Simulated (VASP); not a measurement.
A run of VASP 6.6.1 is set up as follows.

File INCAR:

```
SYSTEM = Ta2N
PREC     = Accurate       ! precision mode
ENCUT    = 520            ! plane-wave cutoff, eV
EDIFF    = 1E-7           ! SCF threshold, eV
ISMEAR   = 0              ! smearing method
SIGMA    = 0.15           ! smearing width, eV
LREAL    = .False.        ! projectors in reciprocal space
LASPH    = .True.         ! aspherical terms in the spheres
NELM     = 60             ! most SCF steps
ALGO     = Normal         ! electronic algorithm
ISIF     = 2              ! what is computed and relaxed
LWAVE    = .False.        ! write WAVECAR
LCHARG   = .False.        ! write CHGCAR
GGA      = PE             ! functional
NBANDS   = 50             ! bands
```

The input KPOINTS:

```
Automatic mesh
0
Gamma
  9 9 8
  0 0 0
```

Contents of POSCAR:

```
Ta2N
1.0
    5.4248118751      0.0000000000      0.0000000000
   -2.7124059375      4.6980248946      0.0000000000
    0.0000000000      0.0000000000      4.7553900897
Ta N
6 3
Direct
    0.6317886868      0.6317886868      0.7528547364
    0.0000000000      0.3682113132      0.7528547364
    0.3682113132      0.0000000000      0.7528547364
    0.3682113132      0.3682113132      0.2471452636
    0.0000000000      0.6317886868      0.2471452636
    0.6317886868      0.0000000000      0.2471452636
    0.6666666667      0.3333333333      0.5000000000
    0.3333333333      0.6666666667      0.5000000000
    0.0000000000      0.0000000000      0.0000000000
```

Potentials or basis: VASP PAW PBE potentials, release 64 (Ta_pv, N).

Run with:

```console
$ cat potpaw_PBE.64/Ta_pv/POTCAR potpaw_PBE.64/N/POTCAR > POTCAR
$ mpirun -np 1 vasp_std > vasp.out
```

Question: Predict the band gap on the k mesh.

Answer: Zero (an odd number of electrons rules out a gap without spin polarisation).

Question: What does it give for the pressure?

Answer: 10.2 GPa.

Forces on the atoms (eV/Å):
```
Ta   2.041  3.535  1.647
Ta   2.041 -3.535  1.647
Ta  -4.082  0.000  1.647
Ta  -2.041 -3.535 -1.647
Ta  -2.041  3.535 -1.647
Ta   4.082  0.000 -1.647
N    0.000  0.000  0.000
N    0.000  0.000  0.000
N    0.000  0.000  0.000
```

Caveat: the stress differs along the axes, from 5 to 21 GPa; spin-orbit coupling is left out, which moves the levels of the heavy elements; forces of over 1 eV/Å act on the atoms, so gaps and moduli don't describe the material at rest.
